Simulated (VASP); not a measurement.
The system is Co.

```
CELL_PARAMETERS angstrom
2.70042 0.00000 0.00000
0.00000 2.70042 0.00000
0.00000 0.00000 2.70042
ATOMIC_POSITIONS crystal
Co 0.00000 0.00000 0.00000
Co 0.50000 0.50000 0.50000
```

Base run:

```yaml
Program: VASP 6.6.1
Functional: LDA
Potentials_or_basis: VASP PAW LDA potentials, release 64 (Co)
Cutoff: 520 eV
k_mesh: 11 × 11 × 11
Occupations: fermi-dirac, width 0.05 eV
Spin: collinear spin, antiferromagnetic start
Starting_moments: "[1.7, -1.7] μB"
```

Its results: band gap on the k mesh zero (filled and empty bands overlap); pressure -1.1 GPa; net moment 0.00 μB per cell; site moments Co +0.51, -0.51 μB.

The run is repeated on the same cell with these changes: potentials or basis from VASP PAW LDA potentials, release 64 (Co) to VASP PAW LDA potentials, release 64 (Co_sv); cutoff from 520 eV to 600 eV; further incar settings from ALGO = Normal; EDIFF = 1e-06; NBANDS = 20 to ALGO = Normal; EDIFF = 1e-06; NBANDS = 28; valence electrons from 18 to 34. What comes out?

Band gap on the k mesh zero (filled and empty bands overlap); pressure -3.8 GPa; net moment 0.00 μB per cell; site moments Co +0.51, -0.51 μB.
